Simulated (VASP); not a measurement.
Input of a VASP 6.6.1 run:

INCAR

```
SYSTEM = Ga
PREC = Accurate
ENCUT = 520
EDIFF = 1E-7
ISMEAR = 0
SIGMA = 0.1
LREAL = .False.
LASPH = .True.
NELM = 100
ALGO = Fast
ISIF = 2
LWAVE = .False.
LCHARG = .True.
LELF = .True.
LVHAR = .True.
NBANDS = 20
```

The input KPOINTS:

```
Automatic mesh
0
Gamma
  11 11 9
  0 0 0
```

File POSCAR:

```
Ga
1.0
    1.3830000000     -4.0265000000      0.0000000000
    1.3830000000      4.0265000000      0.0000000000
   -0.1174474948      0.0000000000      3.3299294416
Ga
2
Direct
    0.1310000000      0.8690000000      0.7500000000
    0.8690000000      0.1310000000      0.2500000000
```

Potentials or basis: VASP PAW LDA potentials, release 64 (Ga_d).

Launch:

```console
$ cat potpaw_LDA.64/Ga_d/POTCAR > POTCAR
$ mpirun -np 1 vasp_std > vasp.out
```

Q: What does it give for the largest force?

A: 0.209 eV/Å.

Q: What does it give for the pressure?

A: -3.6 GPa.

Stress tensor (GPa, compression positive):
```
-4.27  0.00  0.32
 0.00 -3.90  0.00
 0.32  0.00 -2.70
```
